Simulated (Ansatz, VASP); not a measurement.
**Two plane-wave programs on Os**

```
Os
1.0
     2.73410    0.00000    0.00000
    -1.36705    2.35596    0.00000
     0.00000    0.00000    4.31970
Os
2
Cartesian
  0.0000 1.5706 1.0799
  1.3670 0.7853 3.2398
```

Change from the starting cell: strain -0.0050 x Voigt [0, 1, 0, 0, 0, 0], atoms carried along.

Alike in both runs: task single point; functional PBE; k mesh 18 × 18 × 12; occupations gaussian, width 0.15 eV; no spin polarisation.

|  | VASP | Ansatz |
| --- | --- | --- |
| version | VASP 6.6.1 | Ansatz 0.2.0 |
| potentials or method | VASP PAW PBE potentials, release 64 (Os), cutoff 520 eV | scalar-relativistic, plane waves, PAW |
| valence electrons in the cell | 16 | 32 |

|  | VASP | Ansatz | Ansatz less VASP |
| --- | --- | --- | --- |
| gap on the k mesh at the Fermi level (eV) | none | none | - |
| pressure (GPa) | 11.0 | 10.9 | -0.06 |
| traceless stress, the component that is largest in VASP (GPa) | 1.82 | 1.79 | -0.029 |
| rms of the force components (eV/Å) | 0.008 | 0.008 | +0.0007 |

Atom by atom the forces differ by 0.001 eV/Å (rms over components). A gap of «none» marks a metal or a gap that the smearing closes. VASP's potentials hold 16 valence electrons a cell and Ansatz's 32, so a difference there can come from the potentials and not from the codes.

Spin-orbit coupling is off throughout.
